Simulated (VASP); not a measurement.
# ZnS (P3m1) in VASP: electric field gradients with r2SCAN

Aim: the electric field gradients of ZnS with r2SCAN.

Program: VASP 6.6.1. These are calculated values, not measurements. Logs are shortened: lines on timing, memory, paths and dates and some standing lists are left out, and cuts for length are marked.

### 1 The cell of the first run

The structure is trigonal, space group P3m1 (No. 156). Conventional cell: a = 3.808 Å, b = 3.808 Å, c = 31.136 Å, α = 90.00°, β = 90.00°, γ = 120.00°. Within 3.1 Å of Zn (site symmetry 3m) lie 4 S at 2.33 Å. Zn (site symmetry 3m) has 4 S at 2.33 Å within 3.1 Å. Zn (site symmetry 3m) has 4 S at 2.33 to 2.34 Å within 3.1 Å. Zn (site symmetry 3m) has 4 S at 2.33 Å within 3.1 Å. Zn (site symmetry 3m) has 4 S at 2.33 Å within 3.1 Å. Zn (site symmetry 3m) has 4 S at 2.33 to 2.34 Å within 3.1 Å. Within 3.1 Å of Zn (site symmetry 3m) lie 4 S at 2.33 Å. Zn (site symmetry 3m) has 4 S at 2.33 Å within 3.1 Å.

### 2 Electric field gradients, r2SCAN

POSCAR

```
ZnS
1.0
    3.8084693290      0.0000000000      0.0000000000
   -1.9042346645      3.2982311884      0.0000000000
    0.0000000000      0.0000000000     31.1363454900
Zn S
10 10
Direct
    0.0000000000      0.0000000000      0.5999836700
    0.6666666667      0.3333333333      0.2000780300
    0.6666666667      0.3333333333      0.8000149300
    0.3333333333      0.6666666667      0.6999305100
    0.0000000000      0.0000000000      0.3000227700
    0.0000000000      0.0000000000      0.0000136000
    0.3333333333      0.6666666667      0.9000480700
    0.6666666667      0.3333333333      0.5000402200
    0.3333333333      0.6666666667      0.1000893400
    0.3333333333      0.6666666667      0.4000062600
    0.0000000000      0.0000000000      0.0750664400
    0.0000000000      0.0000000000      0.6749316100
    0.3333333333      0.6666666667      0.9749092400
    0.3333333333      0.6666666667      0.4749772100
    0.6666666667      0.3333333333      0.5749715200
    0.3333333333      0.6666666667      0.7748568300
    0.6666666667      0.3333333333      0.2750108100
    0.3333333333      0.6666666667      0.1750283000
    0.0000000000      0.0000000000      0.3749820300
    0.6666666667      0.3333333333      0.8750375800
```

INCAR.step1

```
PREC = Accurate ; ENCUT = 520
ISMEAR = -1 ; SIGMA = 0.02
LREAL = Auto ; LASPH = T
NELM = 100 ; NBANDS = 106
GGA = PE ; ALGO = Normal
EDIFF = 1E-4 ; LWAVE = T
LCHARG = F
```

INCAR.step2

```
PREC = Accurate ; ENCUT = 520
EDIFF = 1E-8 ; ISMEAR = -1
SIGMA = 0.02 ; LREAL = Auto
LASPH = T ; NELM = 100
ALGO = Normal ; ISIF = 2
LWAVE = F ; LCHARG = F
METAGGA = R2SCAN ; LMIXTAU = T
LEFG = T ; NBANDS = 106
ISTART = 1
```

KPOINTS

```
Automatic mesh
0
Gamma
  8 8 1
```

Potentials or basis: VASP PAW PBE potentials, release 64 (Zn, S).

The run is started by

```console
> cat potpaw_PBE.64/Zn/POTCAR potpaw_PBE.64/S/POTCAR > POTCAR
> cp INCAR.step1 INCAR
> mpirun -np 1 vasp_std > vasp.out
> cp INCAR.step2 INCAR
> mpirun -np 1 vasp_std > vasp.out
```

OUTCAR:

```text
PREC = Accurate
   ENCUT = 520
   EDIFF = 1E-8
   ISMEAR = -1
   LREAL = Auto
   LASPH = T
   NELM = 100
   ISIF = 2
   METAGGA = R2SCAN
   ISTART = 1

 ion  position               nearest neighbor table
   1  0.000  0.000  0.600-  15 2.33  15 2.33  15 2.33  12 2.33
   2  0.667  0.333  0.200-  18 2.33  18 2.33  18 2.33  17 2.33
   3  0.667  0.333  0.800-  16 2.33  16 2.33  16 2.33  20 2.34
   4  0.333  0.667  0.700-  12 2.33  12 2.33  12 2.33  16 2.33
   5  0.000  0.000  0.300-  17 2.33  17 2.33  17 2.33  19 2.33
   6  0.000  0.000  0.000-  13 2.33  13 2.33  13 2.33  11 2.34
[... 12 lines left out ...]
  19  0.000  0.000  0.375-  10 2.33  10 2.33  10 2.33   5 2.33
  20  0.667  0.333  0.875-   7 2.33   7 2.33   7 2.33   3 2.34

  LATTYP: Found a hexagonal cell.
 ALAT       =     3.8084693290
 C/A-ratio  =     8.1755536937

  Lattice vectors:

 A1 = (   3.8084693290,   0.0000000000,   0.0000000000)
 A2 = (  -1.9042346645,   3.2982311884,   0.0000000000)
 A3 = (   0.0000000000,   0.0000000000,  31.1363454900)

Analysis of symmetry for initial positions (statically):
=====================================================================
 Subroutine PRICEL returns:
 Original cell was already a primitive cell.

 Routine SETGRP: Setting up the symmetry group for a
 hexagonal supercell.

 Subroutine GETGRP returns: Found  6 space group operations
 (whereof  6 operations were pure point group operations)
 out of a pool of 24 trial point group operations.

The static configuration has the point symmetry C_3v.

Analysis of symmetry for dynamics (positions and initial velocities):
=====================================================================
 Subroutine PRICEL returns:
 Original cell was already a primitive cell.

 Routine SETGRP: Setting up the symmetry group for a
 hexagonal supercell.

 Subroutine GETGRP returns: Found  6 space group operations
 (whereof  6 operations were pure point group operations)
 out of a pool of 24 trial point group operations.

The dynamic configuration has the point symmetry C_3v.

 Subroutine INISYM returns: Found  6 space group operations
 (whereof  6 operations are pure point group operations),
 and found     1 'primitive' translations

----------------------------------------------------------------------------------------

                                     Primitive cell

  volume of cell :     391.1102

  direct lattice vectors                    reciprocal lattice vectors
     3.808469329  0.000000000  0.000000000     0.262572680  0.151596408  0.000000000
    -1.904234664  3.298231188  0.000000000     0.000000000  0.303192815  0.000000000
     0.000000000  0.000000000 31.136345490     0.000000000  0.000000000  0.032116807

  length of vectors
     3.808469329  3.808469329 31.136345490     0.303192815  0.303192815  0.032116807

  position of ions in fractional coordinates (direct lattice)
     0.000000000  0.000000000  0.599983670
     0.666666667  0.333333333  0.200078030
     0.666666667  0.333333333  0.800014930
     0.333333333  0.666666667  0.699930510
     0.000000000  0.000000000  0.300022770
     0.000000000  0.000000000  0.000013600
[... 12 lines left out ...]
     0.000000000  0.000000000  0.374982030
     0.666666667  0.333333333  0.875037580

  ion indices of the primitive-cell ions
   primitive index   ion index
                 1           1
                 2           2
                 3           3
                 4           4
                 5           5
                 6           6
[... 12 lines left out ...]
                19          19
                20          20
[... 53 lines left out ...]
   LSORBIT =      F    spin-orbit coupling
   LASPH  =      T    aspherical Exc in radial PAW
   ENCUT  =  520.0 eV  38.22 Ry    6.18 a.u.   7.08  7.08 57.89*2*pi/ulx,y,z
   NELM   =    100;   NELMIN=  2; NELMDL=  0     # of ELM steps
   EDIFF  = 0.1E-07   stopping-criterion for ELM
   LREAL  =      T    real-space projection
   EDIFFG = 0.1E-06   stopping-criterion for IOM
   NSW    =      0    number of steps for IOM
   IBRION =     -1    ionic relax: 0-MD 1-quasi-New 2-CG
   NFREE  =      0    steps in history (QN), initial steepest desc. (CG)
   ISIF   =      2    stress and relaxation
   ISYM   =      2    0-nonsym 1-usesym 2-fastsym
   POTIM  = 0.5000    time-step for ionic-motion
   TEBEG  =    0.0;   TEEND  =   0.0 temperature during run
   PSTRESS=    0.0 pullay stress
   NELECT =     180.0000    total number of electrons
   NUPDOWN=      -1.0000    fix difference up-down
   EMIN   =  10.00;   EMAX   =-10.00  energy-range for DOS
   EFERMI =   0.00;   METHOD = LEGACY
   ISMEAR =    -1;   SIGMA  =   0.02  broadening in eV -4-tet -1-fermi 0-gaus
   EFERMI_NEDOS =   21; number of points for ismear=-14 and -15
   IALGO  =     38    algorithm
   IMIX   =      4    mixing-type and parameters
     AMIX     =   0.40;   BMIX     =  1.00
     AMIX_MAG =   1.60;   BMIX_MAG =  1.00
  volume/ion in A,a.u.               =      19.56       131.97
  Fermi-wavevector in a.u.,A,eV,Ry     =   1.263958  2.388534 21.736525  1.597590
  Thomas-Fermi vector in A             =   2.397288
   LORBIT       =      0    0 simple, 1 ext, 2 COOP (PROOUT), +10 PAW based schemes
   METAGGA = R2SCAN    functional components
   LHFCALC =     F    Hartree Fock is set to
   AEXX    =    0.0000 exact exchange contribution
   IVDW    =     0    specifies the selected vdW correction
   LEPSILON=     F    determine dielectric tensor
   LRPA    =     F    only Hartree local field effects (RPA)
 non-spin polarized calculation
  energy-cutoff  :      520.00
  volume of cell :      391.11
 maximum number of plane-waves:     10575
   NGX = 15   NGY = 15   NGZ =115

 number of electron     179.9999910 magnetization

 Free energy of the ion-electron system (eV)
  ---------------------------------------------------
  ext. energy  EPLUGINS =         0.00000000
  ---------------------------------------------------
  free energy    TOTEN  =      -188.66449230 eV

  energy without entropy =     -188.66449230  energy(sigma->0) =     -188.66449230

 E-fermi :   2.3522     XC(G=0): -10.3269

 val. band max:        1.9179757471   @ k =   0.0000   0.0000   0.0000
 cond. band min:       4.6478370546   @ k =   0.0000   0.0000   0.0000
 fundamental gap:      2.7298613075
 Fermi energy:         2.3522160679

 k-point     1 :       0.0000    0.0000    0.0000
  band No.  band energies     occupation
      1     -11.8272      2.00000
      2     -11.7488      2.00000
      3     -11.7479      2.00000
      4     -11.5333      2.00000
      5     -11.5301      2.00000
      6     -11.2395      2.00000
[... 1039 lines left out ...]
    101       8.2162      0.00000
    102       8.2509      0.00000
 [bands above 102 left out]

------------------------ aborting loop because EDIFF is reached ----------------------------------------

  FORCE on cell =-STRESS in cart. coord.  units (eV):
  Direction    XX          YY          ZZ          XY          YZ          ZX
  --------------------------------------------------------------------------------------
  -------------------------------------------------------------------------------------
  Total        0.1849721      0.1849721      0.1417521     -0.0000000      0.0000000      0.0000000
  in kB        0.7577356      0.7577356      0.5806853     -0.0000000      0.0000000      0.0000000
  external PRESSURE =       0.6987189 kB  Pullay stress =       0.0000000 kB

 VOLUME and BASIS-vectors are now :
 -----------------------------------------------------------------------------
  energy-cutoff  :      520.00
  volume of cell :      391.11
      direct lattice vectors                 reciprocal lattice vectors
     3.808469329  0.000000000  0.000000000     0.262572680  0.151596408  0.000000000
    -1.904234664  3.298231188  0.000000000     0.000000000  0.303192815  0.000000000
     0.000000000  0.000000000 31.136345490     0.000000000  0.000000000  0.032116807

 POSITION                                       TOTAL-FORCE (eV/Angst)
 -----------------------------------------------------------------------------------
      0.00000      0.00000     18.68130         0.000000     -0.000000     -0.007717
      1.90423      1.09941      6.22970        -0.000000      0.000000     -0.005361
      1.90423      1.09941     24.90954        -0.000000     -0.000000     -0.005055
     -0.00000      2.19882     21.79328         0.000000     -0.000000     -0.012276
      0.00000      0.00000      9.34161         0.000000      0.000000     -0.004219
      0.00000      0.00000      0.00042         0.000000      0.000000     -0.001975
[... 12 lines left out ...]
      0.00000      0.00000     11.67557        -0.000000      0.000000      0.001868
      1.90423      1.09941     27.24547        -0.000000      0.000000      0.007233
 -----------------------------------------------------------------------------------
    total drift:                               -0.000127      0.000068     -0.095036

  FREE ENERGIE OF THE ION-ELECTRON SYSTEM (eV)
  ---------------------------------------------------
  free  energy   TOTEN  =      -188.6644923035 eV

  energy  without entropy=     -188.6644923035  energy(sigma->0) =     -188.66449230

 Electric field gradients (V/A^2)
---------------------------------------------------------------------
 ion       V_xx      V_yy      V_zz      V_xy      V_xz      V_yz
---------------------------------------------------------------------
   1      -0.096    -0.095     0.191     0.001     0.000    -0.000
   2      -0.029    -0.022     0.051     0.006     0.000    -0.000
   3       0.408     0.415    -0.823     0.006    -0.000     0.000
   4      -0.158    -0.151     0.309     0.006     0.000    -0.000
   5      -0.131    -0.130     0.261     0.001     0.000    -0.000
   6       0.278     0.279    -0.556     0.001    -0.000     0.000
[... 12 lines left out ...]
  19      -0.186    -0.185     0.371     0.000     0.000    -0.000
  20      -1.013    -1.014     2.027    -0.000    -0.000     0.000
---------------------------------------------------------------------

 Electric field gradients after diagonalization (V/A^2)
 (convention: |V_zz| > |V_xx| > |V_yy|)
----------------------------------------------------------------------
 ion       V_xx      V_yy      V_zz     asymmetry (V_yy - V_xx)/ V_zz
----------------------------------------------------------------------
   1      -0.097    -0.095     0.191       0.009
   2      -0.032    -0.019     0.051       0.255
   3       0.418     0.405    -0.823       0.016
   4      -0.161    -0.148     0.309       0.042
   5      -0.131    -0.130     0.261       0.007
   6       0.279     0.277    -0.556       0.003
[... 12 lines left out ...]
  19      -0.186    -0.185     0.371       0.003
  20      -1.014    -1.013     2.027       0.000
----------------------------------------------------------------------

           NMR quadrupolar parameters

 Cq : quadrupolar parameter    Cq=e*Q*V_zz/h
 eta: asymmetry parameters     (V_yy - V_xx)/ V_zz
 Q  : nuclear electric quadrupole moment in mb (millibarn)
----------------------------------------------------------------------
 ion       Cq(MHz)       eta       Q (mb)
----------------------------------------------------------------------
   1       0.000       0.009       1.000
   2       0.000       0.255       1.000
   3      -0.002       0.016       1.000
   4       0.001       0.042       1.000
   5       0.001       0.007       1.000
   6      -0.001       0.003       1.000
[... 12 lines left out ...]
  19       0.001       0.003       1.000
  20       0.005       0.000       1.000
----------------------------------------------------------------------
```

Wall time 1.7 h (1 thread of Intel Xeon Platinum 8259CL at 2.50GHz (Skylake/Cascade Lake), shared host); peak memory 0.66 GiB.

What came out:

* Free energy: -188.6645 eV
* Pressure: 0.1 GPa
* Largest force: 0.012 eV/Å
* Band gap on the k mesh: 2.73 eV, direct

Forces on the atoms (eV/Å):
```
Zn   0.000  0.000 -0.008
Zn   0.000  0.000 -0.005
Zn   0.000  0.000 -0.005
Zn   0.000  0.000 -0.012
Zn   0.000  0.000 -0.004
Zn   0.000  0.000 -0.002
Zn   0.000  0.000 -0.003
Zn   0.000  0.000 -0.007
Zn   0.000  0.000 -0.001
Zn   0.000  0.000 -0.007
S    0.000  0.000  0.007
S    0.000  0.000 -0.001
S    0.000  0.000  0.008
S    0.000  0.000  0.007
S    0.000  0.000  0.006
S    0.000  0.000  0.005
S    0.000  0.000  0.005
S    0.000  0.000  0.008
S    0.000  0.000  0.002
S    0.000  0.000  0.007
```

Electric field gradients, principal values (V/Å²):
```
 atom   least  middle  greatest (by size)
 1 Zn  -0.095  -0.097               0.191
 2 Zn  -0.019  -0.032               0.051
 3 Zn   0.405   0.418              -0.823
 4 Zn  -0.148  -0.161               0.309
 5 Zn  -0.130  -0.131               0.261
 6 Zn   0.277   0.279              -0.556
 7 Zn  -0.206  -0.219               0.424
 8 Zn   0.001   0.010              -0.012
 9 Zn  -0.327  -0.340               0.668
10 Zn  -0.159  -0.172               0.331
 11 S  -1.052  -1.053               2.105
 12 S  -0.142  -0.143               0.285
 13 S  -0.369  -0.370               0.739
 14 S  -0.239  -0.240               0.479
 15 S  -0.145  -0.146               0.290
 16 S  -0.446  -0.447               0.894
 17 S  -0.143  -0.144               0.288
 18 S  -0.239  -0.240               0.479
 19 S  -0.185  -0.186               0.371
 20 S  -1.013  -1.014               2.027
```

Caveat: without QUAD_EFG the Cq values of the log hold for a quadrupole moment of 1 mb, not for the nuclei; the PAW data sets were made with another functional, which shifts forces and pressure a little.
